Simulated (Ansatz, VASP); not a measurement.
## One calculation of W, two programs

The input POSCAR:

```
W
1.0
    0.0000000000      1.9936234741      1.9936234741
    1.9936234741      0.0000000000      1.9936234741
    1.9936234741      1.9936234741      0.0000000000
W
1
Direct
    0.0000000000      0.0000000000      0.0000000000
```

INCAR.step1

```
  ALGO = Normal
  EDIFF = 1E-4
  ENCUT = 600
  GGA = PE
  ISMEAR = -1
  LASPH = True
  LCHARG = False
  LREAL = False
  LWAVE = True
  NELM = 60
  PREC = Accurate
  SIGMA = 0.1
```

Contents of INCAR.step2:

```
  ALGO = Normal
  EDIFF = 1E-7
  EDIFFG = -0.01
  ENCUT = 600
  IBRION = 2
  ISIF = 3
  ISMEAR = -1
  ISTART = 1
  LASPH = True
  LCHARG = False
  LMIXTAU = True
  LREAL = False
  LWAVE = False
  METAGGA = R2SCAN
  NELM = 60
  NSW = 80
  PREC = Accurate
  SIGMA = 0.1
```

The input KPOINTS:

```
k-points
0
Gamma
  14 14 14
```

Input for Ansatz:

```yaml
crystal:
  lattice:
    - [0.0, 1.9936234741, 1.9936234741]
    - [1.9936234741, 0.0, 1.9936234741]
    - [1.9936234741, 1.9936234741, 0.0]
  atoms:
    - { symbol: W, position: [0.0, 0.0, 0.0] }
hamiltonian:
  xc: r2scan
  pseudopotentials:
    kind: paw
    azcp:
      W: "pseudopotentials/W.paw.azcp"
basis:
  ecutwfc: 500
  fft_grid_basis: typed
kpoints:
  mp_grid: { grid: [14, 14, 14], shift: [0, 0, 0] }
magnetization:
  spin_polarized: false
scf:
  occupations: { method: fermi_dirac, width: 0.1 }
relax:
  max_steps: 60
  f_tol: 0.01
  cell: {}
output:
  write_density: true
  write_potential: true
  elf: true
  volumetric_format: npy
```

Alike in both runs: task relaxation of cell and atoms; functional r2SCAN; k mesh 14 × 14 × 14; occupations fermi-dirac, width 0.1 eV; no spin polarisation.

|  | VASP | Ansatz |
| --- | --- | --- |
| version | VASP 6.6.1 | Ansatz 0.2.0 |
| potentials or method | VASP PAW PBE potentials, release 64 (W_sv), cutoff 600 eV | plane waves (500 eV) with PAW, scalar-relativistic |
| valence electrons in the cell | 14 | 14 |

|  | VASP | Ansatz | Ansatz less VASP |
| --- | --- | --- | --- |
| relaxed volume (Å³/atom) | 16.28 | 16.22 | -0.064 |
| relaxed cell length with the largest relative difference (Å) | 2.845 | 2.841 | -0.0037 |

VASP's potentials were made for PBE, not for r2SCAN.

Spin-orbit coupling is off throughout.
